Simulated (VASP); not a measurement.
Wanted: the native input for a VASP 6.6.1 run.

```yaml
Task: single point
Functional: r2SCAN
Potentials_or_basis: VASP PAW PBE potentials, release 64 (C, O)
Cutoff: 520 eV
k_mesh: 4 × 4 × 4
Occupations: gaussian, width 0.02 eV
Spin: no spin polarisation
Dipole_correction: no
Further_INCAR_settings: ALGO = Normal; EDIFF = 1e-07; NBANDS = 30
```

CO:

```
C O
1.0
     5.66880    0.00000    0.00000
     0.00000    5.66880    0.00000
     0.00000    0.00000    5.66880
C O
4 4
Cartesian
  5.4771 5.4771 5.4771
  3.0261 0.1917 2.6427
  2.6427 3.0261 0.1917
  0.1917 2.6427 3.0261
  0.4587 0.4587 0.4587
  2.3757 5.2101 3.2931
  3.2931 2.3757 5.2101
  5.2101 3.2931 2.3757
```

These files were run (other wordings do the same):

POSCAR

```
CO
1.0
    5.6688011318      0.0000000000      0.0000000000
    0.0000000000      5.6688011318      0.0000000000
    0.0000000000      0.0000000000      5.6688011318
C O
4 4
Direct
    0.9661917840      0.9661917840      0.9661917840
    0.5338082160      0.0338082160      0.4661917840
    0.4661917840      0.5338082160      0.0338082160
    0.0338082160      0.4661917840      0.5338082160
    0.0809099388      0.0809099388      0.0809099388
    0.4190900612      0.9190900612      0.5809099388
    0.5809099388      0.4190900612      0.9190900612
    0.9190900612      0.5809099388      0.4190900612
```

INCAR.step1

```
SYSTEM = CO
ALGO = Normal
EDIFF = 1E-4
ENCUT = 520
GGA = PE
ISMEAR = 0
LASPH = .True.
LCHARG = .False.
LREAL = .False.
LWAVE = .True.
NBANDS = 30
NELM = 60
PREC = Accurate
SIGMA = 0.02
```

INCAR.step2

```
SYSTEM = CO
ALGO = Normal
EDIFF = 1E-7
ENCUT = 520
ISIF = 2
ISMEAR = 0
ISTART = 1
LASPH = .True.
LCHARG = .True.
LELF = .True.
LMIXTAU = .True.
LREAL = .False.
LVHAR = .True.
LWAVE = .False.
METAGGA = R2SCAN
NBANDS = 30
NELM = 60
PREC = Accurate
SIGMA = 0.02
```

KPOINTS

```
k-points
0
Gamma
  4 4 4
  0 0 0
```

Potentials or basis: VASP PAW PBE potentials, release 64 (C, O).

Launch:

```sh
$ cat potpaw_PBE.64/C/POTCAR potpaw_PBE.64/O/POTCAR > POTCAR
$ cp INCAR.step1 INCAR
$ mpirun -np 1 vasp_std > vasp.out
$ cp INCAR.step2 INCAR
$ mpirun -np 1 vasp_std > vasp.out
```

Results of the run:

The pressure is 1.3 GPa and the largest force is 1.074 eV/Å. The band gap on the k mesh is 6.77 eV, indirect (the least direct gap lies 1.3 meV higher).

Caveat: the PAW data sets were made with another functional, which shifts forces and pressure a little.

Run time: 3.4 min on 1 thread of Intel(R) Xeon(R) Platinum 8259CL CPU @ 2.50GHz (Skylake/Cascade Lake), with other jobs on the host, peak memory 0.29 GiB.
